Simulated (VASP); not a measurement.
# Ga (Fd-3m) in VASP: single point with LDA

Aim: the single point of Ga with LDA.

All numbers are computed with VASP 6.6.1; they aren't measurements. Logs are shortened: lines on timing, memory, paths and dates and some standing lists are left out, and cuts for length are marked.

## (1) The cell of the first run

It takes space group Fd-3m (No. 227, cubic). Conventional cell: a = 5.681 Å, b = 5.681 Å, c = 5.681 Å, α = 90.00°, β = 90.00°, γ = 90.00°. Within 3.2 Å of Ga (site symmetry -43m) lie 4 Ga at 2.46 Å.

## (2) Single point, LDA

INCAR

```
SYSTEM = Ga
PREC     = Accurate       ! precision mode
ENCUT    = 520            ! plane-wave cutoff, eV
EDIFF    = 1E-7           ! SCF threshold, eV
ISMEAR   = -1             ! smearing method
SIGMA    = 0.13605693000000002 ! smearing width, eV
LREAL    = .FALSE.        ! projectors in reciprocal space
LASPH    = .TRUE.         ! aspherical terms in the spheres
NELM     = 80             ! most SCF steps
ALGO     = Normal         ! electronic algorithm
ISIF     = 2              ! what is computed and relaxed
LWAVE    = .FALSE.        ! write WAVECAR
LCHARG   = .FALSE.        ! write CHGCAR
GGA      = CA             ! functional
NBANDS   = 20             ! bands
```

KPOINTS

```
Automatic mesh
0
G
  8 8 8
  0 0 0
```

POSCAR

```
Ga
1.0
    0.0000000000      2.8405246006      2.8405246006
    2.8405246006      0.0000000000      2.8405246006
    2.8405246006      2.8405246006      0.0000000000
Ga
2
Direct
    0.0000000000      0.0000000000      0.0000000000
    0.2500000000      0.2500000000      0.2500000000
```

Potentials or basis: VASP PAW LDA potentials, release 64 (Ga_d).

On the command line:

```bash
> cat potpaw_LDA.64/Ga_d/POTCAR > POTCAR
> mpirun -np 1 vasp_std > vasp.out
```

OUTCAR:

```text
SYSTEM = Ga
   PREC = Accurate
   ENCUT = 520
   EDIFF = 1E-7
   ISMEAR = -1
   LREAL = .FALSE.
   LASPH = .TRUE.
   NELM = 80
   ISIF = 2
   GGA = CA

 ion  position               nearest neighbor table
   1  0.000  0.000  0.000-   2 2.46   2 2.46   2 2.46   2 2.46
   2  0.250  0.250  0.250-   1 2.46   1 2.46   1 2.46   1 2.46

  LATTYP: Found a face centered cubic cell.
 ALAT       =     5.6810492012

  Lattice vectors:

 A1 = (   0.0000000000,   2.8405246006,   2.8405246006)
 A2 = (   2.8405246006,   0.0000000000,   2.8405246006)
 A3 = (   2.8405246006,   2.8405246006,   0.0000000000)

Analysis of symmetry for initial positions (statically):
=====================================================================
 Subroutine PRICEL returns:
 Original cell was already a primitive cell.

 Routine SETGRP: Setting up the symmetry group for a
 face centered cubic supercell.

 Subroutine GETGRP returns: Found 48 space group operations
 (whereof 24 operations were pure point group operations)
 out of a pool of 48 trial point group operations.

The static configuration has the point symmetry T_d .
 The point group associated with its full space group is O_h .

Analysis of symmetry for dynamics (positions and initial velocities):
=====================================================================
 Subroutine PRICEL returns:
 Original cell was already a primitive cell.

 Routine SETGRP: Setting up the symmetry group for a
 face centered cubic supercell.

 Subroutine GETGRP returns: Found 48 space group operations
 (whereof 24 operations were pure point group operations)
 out of a pool of 48 trial point group operations.

The dynamic configuration has the point symmetry T_d .
 The point group associated with its full space group is O_h .

 Subroutine INISYM returns: Found 48 space group operations
 (whereof 24 operations are pure point group operations),
 and found     1 'primitive' translations

----------------------------------------------------------------------------------------

                                     Primitive cell

  volume of cell :      45.8380

  direct lattice vectors                    reciprocal lattice vectors
     0.000000000  2.840524601  2.840524601    -0.176023823  0.176023823  0.176023823
     2.840524601  0.000000000  2.840524601     0.176023823 -0.176023823  0.176023823
     2.840524601  2.840524601  0.000000000     0.176023823  0.176023823 -0.176023823

  length of vectors
     4.017108414  4.017108414  4.017108414     0.304882205  0.304882205  0.304882205

  position of ions in fractional coordinates (direct lattice)
     0.000000000  0.000000000  0.000000000
     0.250000000  0.250000000  0.250000000

  ion indices of the primitive-cell ions
   primitive index   ion index
                 1           1
                 2           2

----------------------------------------------------------------------------------------

 KPOINTS: Automatic mesh

Automatic generation of k-mesh.
 Grid dimensions read from file:
 generate k-points for:    8    8    8

 Generating k-lattice:

  Cartesian coordinates                     Fractional coordinates (reciprocal lattice)
    -0.022002978  0.022002978  0.022002978     0.125000000  0.000000000  0.000000000
     0.022002978 -0.022002978  0.022002978     0.000000000  0.125000000  0.000000000
     0.022002978  0.022002978 -0.022002978     0.000000000  0.000000000  0.125000000

  Length of vectors
     0.038110276  0.038110276  0.038110276

  Shift w.r.t. Gamma in fractional coordinates (k-lattice)
     0.000000000  0.000000000  0.000000000

 Subroutine IBZKPT returns following result:
 ===========================================

 Found     29 irreducible k-points:

 Following reciprocal coordinates:
            Coordinates               Weight
  0.000000  0.000000  0.000000      1.000000
  0.125000  0.000000  0.000000      8.000000
  0.250000  0.000000  0.000000      8.000000
  0.375000  0.000000  0.000000      8.000000
  0.500000  0.000000  0.000000      4.000000
  0.125000  0.125000  0.000000      6.000000
[... 16 lines left out ...]
  0.500000  0.250000  0.125000     48.000000
 -0.375000  0.250000  0.125000     24.000000
 [... further k-points ...]
   k-points           NKPTS =     29   k-points in BZ     NKDIM =     29   number of bands    NBANDS=     20
   number of dos      NEDOS =    301   number of ions     NIONS =      2
   total plane-waves  NPLWV =  27000
   dimension x,y,z NGX =    30 NGY =   30 NGZ =   30
   dimension x,y,z NGXF=    60 NGYF=   60 NGZF=   60
   ions per type =               2
   NGX,Y,Z   is equivalent  to a cutoff of  12.42, 12.42, 12.42 a.u.
   NGXF,Y,Z  is equivalent  to a cutoff of  24.83, 24.83, 24.83 a.u.
 SYSTEM =  Ga
   PREC   = accura    normal or accurate (medium, high low for compatibility)
   ISTART =      0    job   : 0-new  1-cont  2-samecut
   ICHARG =      2    charge: 1-file 2-atom 10-const
   ISPIN  =      1    spin polarized calculation?
   LNONCOLLINEAR =      F non collinear calculations
   LSORBIT =      F    spin-orbit coupling
   LASPH  =      T    aspherical Exc in radial PAW
   ENCUT  =  520.0 eV  38.22 Ry    6.18 a.u.   7.47  7.47  7.47*2*pi/ulx,y,z
   NELM   =     80;   NELMIN=  2; NELMDL= -5     # of ELM steps
   EDIFF  = 0.1E-06   stopping-criterion for ELM
   LREAL  =      F    real-space projection
   EDIFFG = 0.1E-05   stopping-criterion for IOM
   NSW    =      0    number of steps for IOM
   IBRION =     -1    ionic relax: 0-MD 1-quasi-New 2-CG
   NFREE  =      0    steps in history (QN), initial steepest desc. (CG)
   ISIF   =      2    stress and relaxation
   ISYM   =      2    0-nonsym 1-usesym 2-fastsym
   POTIM  = 0.5000    time-step for ionic-motion
   TEBEG  =    0.0;   TEEND  =   0.0 temperature during run
   PSTRESS=    0.0 pullay stress
   NELECT =      26.0000    total number of electrons
   NUPDOWN=      -1.0000    fix difference up-down
   EMIN   =  10.00;   EMAX   =-10.00  energy-range for DOS
   EFERMI =   0.00;   METHOD = LEGACY
   ISMEAR =    -1;   SIGMA  =   0.14  broadening in eV -4-tet -1-fermi 0-gaus
   EFERMI_NEDOS =   21; number of points for ismear=-14 and -15
   IALGO  =     38    algorithm
   IMIX   =      4    mixing-type and parameters
     AMIX     =   0.40;   BMIX     =  1.00
     AMIX_MAG =   1.60;   BMIX_MAG =  1.00
  volume/ion in A,a.u.               =      22.92       154.67
  Fermi-wavevector in a.u.,A,eV,Ry     =   1.355160  2.560882 24.986554  1.836460
  Thomas-Fermi vector in A             =   2.482271
   LORBIT       =      0    0 simple, 1 ext, 2 COOP (PROOUT), +10 PAW based schemes
   GGA     = CA    functional components
   LHFCALC =     F    Hartree Fock is set to
   AEXX    =    0.0000 exact exchange contribution
   IVDW    =     0    specifies the selected vdW correction
   LEPSILON=     F    determine dielectric tensor
   LRPA    =     F    only Hartree local field effects (RPA)
 non-spin polarized calculation
  energy-cutoff  :      520.00
  volume of cell :       45.84
 maximum number of plane-waves:      1254
 NGX is ok and might be reduce to    30
   NGX = 15   NGY = 15   NGZ = 15

 number of electron      25.9999974 magnetization

 Free energy of the ion-electron system (eV)
  ---------------------------------------------------
  ext. energy  EPLUGINS =         0.00000000
  ---------------------------------------------------
  free energy    TOTEN  =        -6.58039679 eV

  energy without entropy =       -6.50616884  energy(sigma->0) =       -6.54328282

 E-fermi :   2.9935     XC(G=0): -10.0908

 val. band max:        2.9398406956   @ k =  -0.3750   0.3750   0.0000
 cond. band min:       3.0657361413   @ k =  -0.2500   0.1250   0.0000
 fundamental gap:      0.1258954458
 Fermi energy:         2.9934815352

 k-point     1 :       0.0000    0.0000    0.0000
  band No.  band energies     occupation
      1     -11.9318      2.00000
      2     -11.9318      2.00000
      3     -11.9318      2.00000
      4     -11.8823      2.00000
      5     -11.8823      2.00000
      6     -11.5031      2.00000
[... 12 lines left out ...]
     19      11.1051      0.00000
     20      14.6991      0.00000

 k-point     2 :       0.1250    0.0000    0.0000
  band No.  band energies     occupation
      1     -11.9491      2.00000
      2     -11.9491      2.00000
      3     -11.9284      2.00000
      4     -11.8572      2.00000
      5     -11.8572      2.00000
      6     -11.5134      2.00000
[... 12 lines left out ...]
     19      12.1860      0.00000
     20      13.4225      0.00000

 k-point     3 :       0.2500    0.0000    0.0000
  band No.  band energies     occupation
      1     -11.9651      2.00000
      2     -11.9651      2.00000
      3     -11.9201      2.00000
      4     -11.8251      2.00000
      5     -11.8251      2.00000
      6     -11.5296      2.00000
[... 12 lines left out ...]
     19      12.4667      0.00000
     20      13.2202      0.00000

 k-point     4 :       0.3750    0.0000    0.0000
  band No.  band energies     occupation
      1     -11.9690      2.00000
      2     -11.9690      2.00000
      3     -11.9119      2.00000
      4     -11.8106      2.00000
      5     -11.8106      2.00000
      6     -11.5491      2.00000
[... 12 lines left out ...]
     19      14.0406      0.00000
     20      14.5910      0.00000

 k-point     5 :       0.5000    0.0000    0.0000
  band No.  band energies     occupation
      1     -11.9684      2.00000
      2     -11.9684      2.00000
      3     -11.9085      2.00000
      4     -11.8088      2.00000
      5     -11.8088      2.00000
      6     -11.5574      2.00000
[... 12 lines left out ...]
     19      15.9071      0.00000
     20      16.3775      0.00000

 k-point     6 :       0.1250    0.1250    0.0000
  band No.  band energies     occupation
      1     -11.9569      2.00000
      2     -11.9395      2.00000
      3     -11.9395      2.00000
      4     -11.8638      2.00000
      5     -11.8317      2.00000
      6     -11.5622      2.00000
[... 12 lines left out ...]
     19      12.1619      0.00000
     20      12.4851      0.00000

 k-point     7 :       0.2500    0.1250    0.0000
  band No.  band energies     occupation
      1     -11.9756      2.00000
      2     -11.9521      2.00000
      3     -11.9322      2.00000
      4     -11.8359      2.00000
      5     -11.7936      2.00000
      6     -11.6017      2.00000
[... 12 lines left out ...]
     19      12.7846      0.00000
     20      13.8038      0.00000
[... 277 lines left out ...]
 k-point    20 :      -0.3750    0.3750    0.0000
  band No.  band energies     occupation
      1     -12.0203      2.00000
      2     -11.9847      2.00000
      3     -11.8641      2.00000
      4     -11.7500      2.00000
      5     -11.6731      2.00000
      6     -11.6622      2.00000
[... 12 lines left out ...]
     19      13.8087      0.00000
     20      14.8386      0.00000

 k-point    21 :       0.5000    0.5000    0.0000
  band No.  band energies     occupation
      1     -11.9785      2.00000
      2     -11.9785      2.00000
      3     -11.8761      2.00000
      4     -11.8761      2.00000
      5     -11.6471      2.00000
      6     -11.6471      2.00000
[... 12 lines left out ...]
     19      17.5730      0.00000
     20      17.5730      0.00000

 k-point    22 :       0.3750    0.2500    0.1250
  band No.  band energies     occupation
      1     -11.9875      2.00000
      2     -11.9721      2.00000
      3     -11.9108      2.00000
      4     -11.8115      2.00000
      5     -11.7529      2.00000
      6     -11.6441      2.00000
[... 12 lines left out ...]
     19      13.4503      0.00000
     20      15.1141      0.00000

 k-point    23 :       0.5000    0.2500    0.1250
  band No.  band energies     occupation
      1     -12.0017      2.00000
      2     -11.9868      2.00000
      3     -11.8753      2.00000
      4     -11.7862      2.00000
      5     -11.7306      2.00000
      6     -11.6564      2.00000
[... 12 lines left out ...]
     19      14.6024      0.00000
     20      14.9195      0.00000

 k-point    24 :      -0.3750    0.2500    0.1250
  band No.  band energies     occupation
      1     -12.0102      2.00000
      2     -11.9881      2.00000
      3     -11.8600      2.00000
      4     -11.7678      2.00000
      5     -11.7345      2.00000
      6     -11.6470      2.00000
[... 12 lines left out ...]
     19      12.9360      0.00000
     20      15.4783      0.00000

 [... further k-points ...]
[... 5 lines left out ...]
  --------------------------------------------------------------------------------------
  -------------------------------------------------------------------------------------
  Total        0.0563414      0.0563414      0.0563414      0.0000000      0.0000000     -0.0000000
  in kB        1.9693042      1.9693042      1.9693042      0.0000000      0.0000000     -0.0000000
  external PRESSURE =       1.9693042 kB  Pullay stress =       0.0000000 kB

 VOLUME and BASIS-vectors are now :
 -----------------------------------------------------------------------------
  energy-cutoff  :      520.00
  volume of cell :       45.84
      direct lattice vectors                 reciprocal lattice vectors
     0.000000000  2.840524601  2.840524601    -0.176023823  0.176023823  0.176023823
     2.840524601  0.000000000  2.840524601     0.176023823 -0.176023823  0.176023823
     2.840524601  2.840524601  0.000000000     0.176023823  0.176023823 -0.176023823

 POSITION                                       TOTAL-FORCE (eV/Angst)
 -----------------------------------------------------------------------------------
      0.00000      0.00000      0.00000        -0.000000     -0.000000      0.000000
      1.42026      1.42026      1.42026         0.000000      0.000000     -0.000000
 -----------------------------------------------------------------------------------
    total drift:                                0.000000      0.000000      0.000000

  FREE ENERGIE OF THE ION-ELECTRON SYSTEM (eV)
  ---------------------------------------------------
  free  energy   TOTEN  =        -6.5803967916 eV

  energy  without entropy=       -6.5061688436  energy(sigma->0) =       -6.54328282
```

It took 16 s on 1 thread of Intel Xeon Platinum 8559C (Emerald Rapids), shared host; peak memory 0.15 GiB.

Results:

- Free energy: -6.5804 eV
- Pressure: 0.2 GPa
- Band gap on the k mesh: zero (band 13 reaches 6.01 eV, above the bottom of band 14 at 1.36 eV)

Levels at points of the mesh, in eV from the Fermi level:
```csv
k point,band 10,band 11,band 12,band 13,band 14,band 15,band 16,band 17
"(0.00, 0.00, 0.00)",-14.42,-9.87,3.02,3.02,3.02,4.34,5.07,5.07
"(0.50, 0.00, 0.00)",-14.40,-7.46,-4.90,1.40,1.40,3.40,6.06,6.06
"(0.50, 0.50, 0.00)",-14.37,-5.67,-5.67,-0.56,-0.56,2.92,2.92,12.66
```
